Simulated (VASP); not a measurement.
**Si4C3: relaxation of cell and atoms with PBE**

The system is Si4C3.

```
Si C
1.0
     8.29000    0.00000    0.00000
    -4.14500    7.17935    0.00000
     0.00000    0.00000    3.17000
Si C
8 6
Direct
  0.66667 0.33333 0.75000
  0.30000 0.33000 0.75000
  0.67000 0.97000 0.75000
  0.03000 0.70000 0.75000
  0.33333 0.66667 0.25000
  0.97000 0.30000 0.25000
  0.33000 0.03000 0.25000
  0.70000 0.67000 0.25000
  0.40600 0.17400 0.75000
  0.76800 0.59400 0.75000
  0.82600 0.23200 0.75000
  0.23200 0.40600 0.25000
  0.17400 0.76800 0.25000
  0.59400 0.82600 0.25000
```

* Program: VASP 6.6.1
* Task: relaxation of cell and atoms
* Functional: PBE
* Potentials or basis: VASP PAW PBE potentials, release 64 (Si, C)
* Cutoff: 600 eV
* k mesh: 3 × 3 × 5
* Occupations: gaussian, width 0.2 eV
* Spin: no spin polarisation
* Dipole correction: no
* Further INCAR settings: ALGO = Normal; EDIFF = 1e-06; IBRION = 2; EDIFFG = -0.08; NSW = 36; ISIF = 3

```
Relaxed volume                         : 12.71 Å³/atom
Relaxed cell                           : a = 8.278 Å, b = 8.278 Å, c = 2.997 Å, α = 90.00°, β = 90.00°, γ = 120.00°
Space group after relaxing (to 0.05 Å) : P6_3/m (No. 176)
Energy gained by relaxing              : 297.2 meV/atom
Ionic steps                            : 18
Pressure after relaxing                : 0.0 GPa
Largest force after relaxing           : 0.046 eV/Å
Band gap on the k mesh                 : zero (band 28 reaches 8.87 eV, above the bottom of band 29 at 6.74 eV)
```

Forces on the atoms (eV/Å):
```
Si   0.000  0.000  0.000
Si   0.037 -0.028  0.000
Si   0.006  0.045  0.000
Si  -0.042 -0.018  0.000
Si   0.000  0.000  0.000
Si   0.042  0.018  0.000
Si  -0.006 -0.045  0.000
Si  -0.037  0.028  0.000
C    0.007 -0.029  0.000
C   -0.028  0.009  0.000
C    0.021  0.020  0.000
C    0.028 -0.009  0.000
C   -0.021 -0.020  0.000
C   -0.007  0.029  0.000
```

Stress tensor (GPa, compression positive):
```
-0.09  0.00  0.00
 0.00 -0.09  0.00
 0.00  0.00  0.24
```

Step by step:
```
step  energy change (eV)  largest force (eV/Å)  pressure (GPa)  volume (Å³)
   1              0.0000                0.8282           -3.22       188.67
   2             -0.5488                1.5076            3.10       181.32
   3             -0.7317                2.4237           12.99       172.18
   4             -0.8158                2.4761           13.51       171.65
   5             -1.0398                2.5367           15.03       170.07
   6             -1.2763                2.4250           17.99       166.91
   7             -1.6752                2.2440           15.48       168.30
   8             -2.5524                1.8566            8.63       172.53
   9             -2.9175                2.5047           -2.07       181.19
  10             -2.9967                2.0038            0.63       178.66
  11             -3.2704                1.6498           -0.72       179.63
  12             -3.7170                1.0682           -4.04       182.55
  13             -3.7567                1.0547           -5.01       183.62
  14             -3.9222                0.8736           -3.30       181.34
  15             -4.0764                0.3647            1.18       176.35
  16             -4.1167                0.2104            0.97       176.63
  17             -4.1511                0.2329            0.54       177.22
  18             -4.1607                0.0459            0.02       177.88
```

Final structure:
```cif
data_structure
_symmetry_space_group_name_H-M 'P 1'
_symmetry_Int_Tables_number 1
_cell_length_a 8.2783
_cell_length_b 8.2783
_cell_length_c 2.9972
_cell_angle_alpha 90.000
_cell_angle_beta 90.000
_cell_angle_gamma 120.000
_cell_volume 177.88
loop_
_atom_site_label
_atom_site_type_symbol
_atom_site_fract_x
_atom_site_fract_y
_atom_site_fract_z
_atom_site_occupancy
Si1 Si 0.66667 0.33333 0.75000 1
Si2 Si 0.34016 0.38069 0.75000 1
Si3 Si 0.61931 0.95947 0.75000 1
Si4 Si 0.04053 0.65984 0.75000 1
Si5 Si 0.33333 0.66667 0.25000 1
Si6 Si 0.95947 0.34016 0.25000 1
Si7 Si 0.38069 0.04053 0.25000 1
Si8 Si 0.65984 0.61931 0.25000 1
C1 C 0.40054 0.18883 0.75000 1
C2 C 0.78829 0.59946 0.75000 1
C3 C 0.81117 0.21171 0.75000 1
C4 C 0.21171 0.40054 0.25000 1
C5 C 0.18883 0.78829 0.25000 1
C6 C 0.59946 0.81117 0.25000 1
```

Levels at points of the mesh, in eV from the Fermi level:
| k point | band 24 | band 25 | band 26 | band 27 | band 28 | band 29 | band 30 | band 31 |
| --- | --- | --- | --- | --- | --- | --- | --- | --- |
| (0.00, 0.00, 0.00) | -1.81 | -1.81 | 0.03 | 0.03 | 0.51 | 1.71 | 2.70 | 2.70 |

Run time: 13 min on 1 thread of AMD EPYC 9R45 96-Core Processor (Zen 5) (shared host), peak memory 0.37 GiB.

Caveat: the k points lie up to 0.42 Å⁻¹ apart in the final cell; the relaxation stopped at a loose force limit of 0.08 eV/Å, so its end isn't a converged minimum.
